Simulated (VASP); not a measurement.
Write the native input for VASP 6.6.1 that does the following.

| Property | Result |
| --- | --- |
| Task | relaxation of cell and atoms |
| Functional | PBE |
| Potentials or basis | VASP PAW PBE potentials, release 64 (Mg, I) |
| Cutoff | 600 eV |
| k mesh | 6 × 6 × 4 |
| Occupations | gaussian, width 0.02 eV |
| Spin | no spin polarisation |
| Dipole correction | no |
| Further INCAR settings | ALGO = Normal; EDIFF = 1e-06; IBRION = 2; EDIFFG = -0.005; NSW = 100; ISIF = 3 |

The structure of MgI2 lies in POSCAR:

```
MgI2
1.0
    4.2076333309      0.0000000000      0.0000000000
   -2.1038166655      3.6439173544      0.0000000000
    0.0000000000      0.0000000000      7.8739095845
Mg I
1 2
Direct
    0.0000000000      0.0000000000      0.0000000000
    0.3333333333      0.6666666667      0.7875523345
    0.6666666667      0.3333333333      0.2124476655
```

The input as run:

INCAR

```
ALGO = Normal
EDIFF = 1E-6
EDIFFG = -0.005
ENCUT = 600
GGA = PE
IBRION = 2
ISIF = 3
ISMEAR = 0
LASPH = T
LCHARG = F
LREAL = F
LWAVE = F
NELM = 80
NSW = 100
PREC = Accurate
SIGMA = 0.02
```

KPOINTS

```
k-points
0
Gamma
  6 6 4
```

Potentials or basis: VASP PAW PBE potentials, release 64 (Mg, I).

Launch:

```console
$ cat potpaw_PBE.64/Mg/POTCAR potpaw_PBE.64/I/POTCAR > POTCAR
$ mpirun -np 1 vasp_std > vasp.out
```

It gave:

```json
{"Relaxed volume": "40.16 Å³/atom", "Relaxed cell": "a = 4.205 Å, b = 4.205 Å, c = 7.869 Å, α = 90.00°, β = 90.00°, γ = 120.00°", "Space group after relaxing (to 0.05 Å)": "P-3m1 (No. 164)", "Energy gained by relaxing": "0.0 meV/atom", "Ionic steps": "2", "Pressure after relaxing": "0.0 GPa", "Band gap on the k mesh": "3.61 eV, indirect (least direct gap 3.72 eV)"}
```

Caveat: spin-orbit coupling is left out, which moves the levels of the heavy elements; this functional lacks dispersion, which binds the layers, so the pressure and a relaxed spacing across them are unreliable.

Run time: 80 s on 1 thread of Oxide Virtual Turin-like Processor (shared host), peak memory 0.27 GiB.
